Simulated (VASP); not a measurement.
# GaSb (I-4m2) in VASP: a series of runs, part 2 of 2

VASP 6.6.1. The steps go on from the part before.

### 5 Single point, r2SCAN, non-collinear spin, zero start, spin-orbit coupling (epitaxial xy strain +3.0%)

Contents of POSCAR:

```
GaSb
1.0
    0.0000000000      3.1578551619      2.9884959792
    3.1578551619      0.0000000000      2.9884959792
    3.1578551619      3.1578551619      0.0000000000
Ga Sb
1 1
Direct
    0.0000000000      0.0000000000      0.0000000000
    0.2500000000      0.2500000000      0.2500000000
```

Contents of INCAR.step1:

```
SYSTEM = GaSb
PREC = Accurate
ENCUT = 520
ISMEAR = -1
SIGMA = 0.02
LREAL = .False.
LASPH = .True.
NELM = 150
MAGMOM = 0 0 0 0 0 0
LSORBIT = .True.
GGA_COMPAT = .False.
NBANDS = 30
GGA = PE
ALGO = Normal
EDIFF = 1E-4
LWAVE = .True.
LCHARG = .False.
```

Contents of INCAR.step2:

```
SYSTEM = GaSb
PREC = Accurate
ENCUT = 520
EDIFF = 1E-6
ISMEAR = -1
SIGMA = 0.02
LREAL = .False.
LASPH = .True.
NELM = 150
ALGO = Normal
ISIF = 2
LWAVE = .False.
LCHARG = .True.
MAGMOM = 0 0 0 0 0 0
LORBIT = 11
LSORBIT = .True.
GGA_COMPAT = .False.
LORBMOM = .True.
METAGGA = R2SCAN
LMIXTAU = .True.
LVHAR = .True.
NBANDS = 30
ISTART = 1
```

Contents of KPOINTS:

```
Automatic mesh
0
Gamma
  8 8 8
  0 0 0
```

Potentials or basis: VASP PAW PBE potentials, release 64 (Ga_d, Sb).

Run with:

```bash
> cat potpaw_PBE.64/Ga_d/POTCAR potpaw_PBE.64/Sb/POTCAR > POTCAR
> cp INCAR.step1 INCAR
> mpirun -np 1 vasp_ncl > vasp.out
> cp INCAR.step2 INCAR
> mpirun -np 1 vasp_ncl > vasp.out
```

OUTCAR:

```text
SYSTEM = GaSb
   PREC = Accurate
   ENCUT = 520
   EDIFF = 1E-6
   ISMEAR = -1
   LREAL = .False.
   LASPH = .True.
   NELM = 150
   ISIF = 2
   LORBIT = 11
   LSORBIT = .True.
   METAGGA = R2SCAN
   ISTART = 1

 ion  position               nearest neighbor table
   1  0.000  0.000  0.000-   2 2.69   2 2.69   2 2.69   2 2.69
   2  0.250  0.250  0.250-   1 2.69   1 2.69   1 2.69   1 2.69

  LATTYP: Found a body centered tetragonal cell.
 ALAT       =     4.4658815980
 C/A-ratio  =     1.3383677617

  Lattice vectors:

 A1 = (   0.0000000000,  -3.1578551619,  -2.9884959792)
 A2 = (   0.0000000000,   3.1578551619,  -2.9884959792)
 A3 = (   3.1578551619,   0.0000000000,   2.9884959792)

Analysis of symmetry for initial positions (statically):
=====================================================================
 Subroutine PRICEL returns:
 Original cell was already a primitive cell.

 Routine SETGRP: Setting up the symmetry group for a
 body centered tetragonal supercell.

 Subroutine GETGRP returns: Found  8 space group operations
 (whereof  8 operations were pure point group operations)
 out of a pool of 16 trial point group operations.

The static configuration has the point symmetry D_2d.

Analysis of symmetry for dynamics (positions and initial velocities):
=====================================================================
 Subroutine PRICEL returns:
 Original cell was already a primitive cell.

 Routine SETGRP: Setting up the symmetry group for a
 body centered tetragonal supercell.

 Subroutine GETGRP returns: Found  8 space group operations
 (whereof  8 operations were pure point group operations)
 out of a pool of 16 trial point group operations.

The dynamic configuration has the point symmetry D_2d.

Analysis of structural, dynamic, and magnetic symmetry:
=====================================================================
 Subroutine PRICEL returns:
 Original cell was already a primitive cell.

 Routine SETGRP: Setting up the symmetry group for a
[... 1000 lines left out ...]
  1         0.000  -0.000  -0.000
  2        -0.000   0.000  -0.000
 ----------------------------------------
           -0.000  -0.000  -0.000

 orbital moment (z)

 # of ion     p       d       tot
 ----------------------------------------
  1         0.000  -0.000  -0.000
  2         0.000   0.000   0.000
 ----------------------------------------
            0.000  -0.000  -0.000

 Spin-Orbit-Coupling matrix elements

 Ion:    1  E_soc:     -0.0118273
 l=   1
     0.0000000    -0.0012001    -0.0011556
    -0.0012001     0.0000000    -0.0012001
    -0.0011556    -0.0012001     0.0000000
 l=   2
     0.0000000    -0.0001467     0.0000000    -0.0001467    -0.0006358
    -0.0001467     0.0000000    -0.0004786    -0.0001514    -0.0001601
     0.0000000    -0.0004786     0.0000000    -0.0004786     0.0000000
    -0.0001467    -0.0001514    -0.0004786     0.0000000    -0.0001601
    -0.0006358    -0.0001601     0.0000000    -0.0001601     0.0000000
 l=   3
     0.0000000     0.0000000     0.0000000     0.0000000     0.0000000     0.0000000     0.0000000
     0.0000000     0.0000000     0.0000000     0.0000000     0.0000000     0.0000000     0.0000000
     0.0000000     0.0000000     0.0000000     0.0000000     0.0000000     0.0000000     0.0000000
     0.0000000     0.0000000     0.0000000     0.0000000     0.0000000     0.0000000     0.0000000
     0.0000000     0.0000000     0.0000000     0.0000000     0.0000000     0.0000000     0.0000000
     0.0000000     0.0000000     0.0000000     0.0000000     0.0000000     0.0000000     0.0000000
     0.0000000     0.0000000     0.0000000     0.0000000     0.0000000     0.0000000     0.0000000

 Ion:    2  E_soc:     -0.1176817
 l=   1
     0.0000000    -0.0196890    -0.0190599
    -0.0196890     0.0000000    -0.0196890
    -0.0190599    -0.0196890     0.0000000
 l=   2
     0.0000000    -0.0000550     0.0000000    -0.0000550    -0.0000823
    -0.0000550     0.0000000    -0.0000583    -0.0000523    -0.0000209
     0.0000000    -0.0000583     0.0000000    -0.0000583     0.0000000
    -0.0000550    -0.0000523    -0.0000583     0.0000000    -0.0000209
    -0.0000823    -0.0000209     0.0000000    -0.0000209     0.0000000
 l=   3
     0.0000000     0.0000000     0.0000000     0.0000000     0.0000000     0.0000000     0.0000000
     0.0000000     0.0000000     0.0000000     0.0000000     0.0000000     0.0000000     0.0000000
     0.0000000     0.0000000     0.0000000     0.0000000     0.0000000     0.0000000     0.0000000
     0.0000000     0.0000000     0.0000000     0.0000000     0.0000000     0.0000000     0.0000000
     0.0000000     0.0000000     0.0000000     0.0000000     0.0000000     0.0000000     0.0000000
     0.0000000     0.0000000     0.0000000     0.0000000     0.0000000     0.0000000     0.0000000
     0.0000000     0.0000000     0.0000000     0.0000000     0.0000000     0.0000000     0.0000000

 total charge

# of ion       s       p       d       tot
------------------------------------------
    1        0.878   0.727   9.960  11.566
    2        1.109   1.332   0.026   2.468
--------------------------------------------------
tot          1.988   2.059   9.986  14.033

 magnetization (x)

# of ion       s       p       d       tot
------------------------------------------
    1       -0.000  -0.000   0.000  -0.000
    2       -0.000   0.000   0.000   0.000
--------------------------------------------------
tot         -0.000  -0.000   0.000  -0.000

 magnetization (y)

# of ion       s       p       d       tot
------------------------------------------
    1        0.000   0.000  -0.000   0.000
    2        0.000   0.000   0.000   0.000
--------------------------------------------------
tot          0.000   0.000  -0.000   0.000

 magnetization (z)

# of ion       s       p       d       tot
------------------------------------------
    1        0.000   0.000   0.000   0.000
    2        0.000  -0.000  -0.000  -0.000
--------------------------------------------------
tot          0.000   0.000  -0.000   0.000
```

OUTCAR.step1:

```text
SYSTEM = GaSb
   PREC = Accurate
   ENCUT = 520
   ISMEAR = -1
   LREAL = .False.
   LASPH = .True.
[... 1077 lines left out ...]
     0.0000000     0.0000000     0.0000000     0.0000000     0.0000000     0.0000000     0.0000000
     0.0000000     0.0000000     0.0000000     0.0000000     0.0000000     0.0000000     0.0000000
     0.0000000     0.0000000     0.0000000     0.0000000     0.0000000     0.0000000     0.0000000
     0.0000000     0.0000000     0.0000000     0.0000000     0.0000000     0.0000000     0.0000000
     0.0000000     0.0000000     0.0000000     0.0000000     0.0000000     0.0000000     0.0000000
     0.0000000     0.0000000     0.0000000     0.0000000     0.0000000     0.0000000     0.0000000

=======================================================================

 ========================================================
```

OSZICAR.step1:

```text
N       E                     dE             d eps       ncg     rms          rms(c)
DAV:   1     0.123386387501E+03    0.12339E+03   -0.80197E+03  5500   0.148E+03
DAV:   2     0.789867995216E+01   -0.11549E+03   -0.11028E+03  5732   0.401E+02
DAV:   3    -0.696632335140E+01   -0.14865E+02   -0.14700E+02  6134   0.108E+02
DAV:   4    -0.745913796012E+01   -0.49281E+00   -0.49185E+00  6192   0.216E+01
DAV:   5    -0.747117222441E+01   -0.12034E-01   -0.12033E-01  6424   0.323E+00    0.345E+00
DAV:   6    -0.742982900067E+01    0.41343E-01   -0.66048E-02  7572   0.414E+00    0.200E+00
DAV:   7    -0.741881295984E+01    0.11016E-01   -0.28912E-02  5812   0.136E+00    0.128E+00
DAV:   8    -0.741909097413E+01   -0.27801E-03   -0.42533E-03  6060   0.510E-01    0.237E-01
DAV:   9    -0.741977066320E+01   -0.67969E-03   -0.99012E-04  5818   0.284E-01    0.478E-02
DAV:  10    -0.742001376746E+01   -0.24310E-03   -0.24077E-04  5300   0.137E-01    0.209E-02
DAV:  11    -0.742009957271E+01   -0.85805E-04   -0.12673E-04  5018   0.657E-02
   1 F= -.74200996E+01 E0= -.74200875E+01  d E =-.240839E-04  mag=     0.0000    -0.0000     0.0000
```

Wall time 16 min (1 thread of AMD EPYC 9R45 (Zen 5), shared host); peak memory 0.52 GiB.

Results:

```yaml
Free_energy: -37.6379 eV
Pressure: -1.5 GPa
Net_moment: 0.00 μB per cell
Valence_electrons_inside_the_program's_atomic_spheres: Ga 11.57; Sb 2.47
```

Stress tensor (GPa, compression positive):
```
-2.28  0.00  0.00
 0.00 -2.28  0.00
 0.00  0.00  0.07
```

Moments on the atoms (μB; x, y, z):
```
Ga  0.00 0.00 0.00
Sb  0.00 0.00 0.00
```

Caveat: the cell differs from its parent crystal (epitaxial xy strain +3.0%); the PAW data sets were made with another functional, which shifts forces and pressure a little.

### 6 Overview

| spin | cell | gap on the mesh (eV) | pressure (GPa) |
| --- | --- | --- | --- |
| off | a = 4.343, b = 4.343, c = 4.423 Å, angles 59.4, 59.4, 61.2°, 2 atoms | 0.08 | -1.1 |
| off | a = 4.348, b = 4.348, c = 4.466 Å, angles 59.1, 59.1, 61.8°, 2 atoms | 0.07 | -1.5 |
| off | a = 4.352, b = 4.352, c = 4.509 Å, angles 58.8, 58.8, 62.4°, 2 atoms | 0.22 | -2.0 |
| non-collinear, zero start, SOC | a = 4.348, b = 4.348, c = 4.466 Å, angles 59.1, 59.1, 61.8°, 2 atoms | - | -1.5 |

Alike in all rows: task single point; level r2SCAN; potentials or basis VASP PAW PBE potentials, release 64 (Ga_d, Sb); k mesh 8 × 8 × 8; cutoff (eV) 520; smearing fermi-dirac 0.02 eV.

Caveats: the PAW data sets were made with another functional, which shifts forces and pressure a little; semilocal functionals underestimate gaps, and a narrow one can read as zero (at least some runs); spin-orbit coupling is left out, which moves the levels of the heavy elements (at least some runs).

Absolute energies hang on the potentials; compare differences alone.
